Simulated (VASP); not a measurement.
**Ni: single point with LDA**

Ni:

```xyz
3
Lattice="3.7772 0.0000 0.0000 -1.8886 3.2711 0.0000 0.0000 0.0000 2.2844" Properties=species:S:1:pos:R:3 pbc="T T T"
Ni    1.8886    3.2711    2.2844
Ni    0.0000    2.1808    1.1422
Ni    1.8886    1.0904    1.1422
```

This cell differs from its parent crystal: volume scaled by 0.92.

```json
{
  "Program": "VASP 6.6.1",
  "Task": "single point",
  "Functional": "LDA",
  "Potentials or basis": "VASP PAW LDA potentials, release 64 (Ni)",
  "Cutoff": "520 eV",
  "k mesh": "11 × 11 × 15",
  "Occupations": "fermi-dirac, width 0.05 eV",
  "Spin": "collinear spin, ferromagnetic start",
  "Starting moments": "[0.572, 0.612, 0.612] μB",
  "Dipole correction": "no",
  "Further INCAR settings": "ALGO = Normal; EDIFF = 1e-06; NBANDS = 26"
}
```

| Item | Value |
| --- | --- |
| Pressure | 23.8 GPa |
| Net moment | 1.40 μB per cell |
| Site moments | Ni +0.47, +0.46 μB |
| Valence electrons inside the program's atomic spheres | Ni 9.57, 9.67 |

Stress tensor (GPa, compression positive):
```
24.67  0.00  0.00
 0.00 24.67  0.00
 0.00  0.00 22.05
```

Levels at points of the mesh, in eV from the Fermi level:
Spin up:
| k point | band 13 | band 14 | band 15 | band 16 | band 17 | band 18 | band 19 | band 20 |
| --- | --- | --- | --- | --- | --- | --- | --- | --- |
| (0.00, 0.00, 0.00) | -1.57 | -1.57 | -0.19 | -0.19 | 6.92 | 6.92 | 6.95 | 6.95 |
Spin down:
```csv
k point,band 10,band 11,band 12,band 13,band 14,band 15,band 16,band 17,band 18,band 19
"(0.00, 0.00, 0.00)",-1.79,-1.15,-1.15,-1.10,-1.10,0.30,0.30,7.16,7.16,7.18
```

Wall time 5 min on 1 thread of AMD EPYC 7R13, with other jobs on the host, peak memory 0.2 GiB.
